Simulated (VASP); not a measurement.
The system is BeS.

```xyz
2
Lattice="0.0000 2.4343 2.4343 2.4343 0.0000 2.4343 2.4343 2.4343 0.0000" Properties=species:S:1:pos:R:3 pbc="T T T"
Be    0.0000    0.0000    0.0000
S     1.2172    1.2172    1.2172
```

Base run:

- Program: VASP 6.6.1
- Functional: PBE0
- Potentials or basis: VASP PAW PBE potentials, release 64 (Be, S)
- Cutoff: 520 eV
- k mesh: 6 × 6 × 6
- Occupations: gaussian, width 0.01 eV
- Spin: no spin polarisation

Its results: band gap on the k mesh 4.80 eV, indirect (least direct gap 7.62 eV); pressure -1.1 GPa.

Q: The run is repeated on the same cell with these changes: functional from PBE0 to r2SCAN. What comes out?

A: Band gap on the k mesh 3.60 eV, indirect (least direct gap 6.26 eV); pressure 0.3 GPa.

PBE0 gives the wider gap, since exact exchange removes part of the self-interaction.

Caveats: the PAW data sets were made with another functional, which shifts forces and pressure a little.

A k mesh can miss the band edges.
